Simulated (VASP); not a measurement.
The system is AlRu.

```xyz
2
Lattice="2.9825 0.0000 0.0000 0.0000 2.9825 0.0000 0.0000 0.0000 2.9825" Properties=species:S:1:pos:R:3 pbc="T T T"
Al    0.0000    0.0000    0.0000
Ru    1.4912    1.4912    1.4912
```

| Quantity | Value |
| --- | --- |
| Program | VASP 6.6.1 |
| Task | relaxation of cell and atoms |
| Functional | PBE |
| Potentials or basis | VASP PAW PBE potentials, release 64 (Al, Ru_pv) |
| Cutoff | 600 eV |
| k mesh | 14 × 14 × 14 |
| Occupations | gaussian, width 0.1 eV |
| Spin | no spin polarisation |

At the start: pressure 4.6 GPa; volume 13.27 Å³/atom.

Problem. How do energy, volume and symmetry change on relaxing?

Solution. Over 3 steps the energy falls by 4.0 meV/atom and the volume is 13.55 Å³/atom (+2.2 %); space group Pm-3m (No. 221, to 0.05 Å).

Step by step:
| step | energy change (eV) | largest force (eV/Å) | pressure (GPa) | volume (Å³) |
| --- | --- | --- | --- | --- |
| 1 | 0.0000 | 0.0000 | 4.56 | 26.53 |
| 2 | 0.0103 | 0.0000 | -6.23 | 28.01 |
| 3 | -0.0079 | 0.0000 | -0.02 | 27.10 |

Final structure:
```yaml
crystal:
  lattice:
    - [3.00383, 0.00000, 0.00000]
    - [0.00000, 3.00383, 0.00000]
    - [0.00000, 0.00000, 3.00383]
  atoms:
    - { symbol: Al, position: [0.00000, 0.00000, 0.00000] }
    - { symbol: Ru, position: [0.50000, 0.50000, 0.50000] }
```
